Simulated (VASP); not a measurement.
Crystal: AgAu.

```
Au Ag
1.0
     4.08000    0.00000    0.00000
     0.00000    4.08000    0.00000
     0.00000    0.00000    4.08000
Au Ag
2 2
Direct
  0.00000 0.00000 0.00000
  0.00000 0.50000 0.50000
  0.50000 0.00000 0.50000
  0.50000 0.50000 0.00000
```

```yaml
Program: VASP 6.6.1
Task: relaxation of cell and atoms
Functional: LDA
Potentials_or_basis: VASP PAW LDA potentials, release 64 (Au, Ag)
Cutoff: 600 eV
k_mesh: 4 × 4 × 4
Occupations: fermi-dirac, width 0.1 eV
Spin: no spin polarisation
```

At the start: pressure -6.5 GPa; volume 16.98 Å³/atom.

Q: How do energy, volume and symmetry change on relaxing?

A: Over 3 steps the energy falls by 15.4 meV/atom and the volume is 16.26 Å³/atom (-4.2 %); space group P4/mmm (No. 123, to 0.05 Å).

The path:
| step | energy change (eV) | largest force (eV/Å) | pressure (GPa) | volume (Å³) |
| --- | --- | --- | --- | --- |
| 1 | 0.0000 | 0.0000 | -6.45 | 67.92 |
| 2 | 0.0578 | 0.0000 | 11.30 | 61.42 |
| 3 | -0.0615 | 0.0000 | -0.10 | 65.06 |

Final structure:
```xyz
4
Lattice="4.0215 0.0000 0.0000 0.0000 4.0221 0.0000 0.0000 0.0000 4.0221" Properties=species:S:1:pos:R:3 pbc="T T T"
Au    0.0000    0.0000    0.0000
Au    0.0000    2.0111    2.0111
Ag    2.0107    0.0000    2.0111
Ag    2.0107    2.0111    0.0000
```

Caveat: the k points lie up to 0.39 Å⁻¹ apart in the final cell.
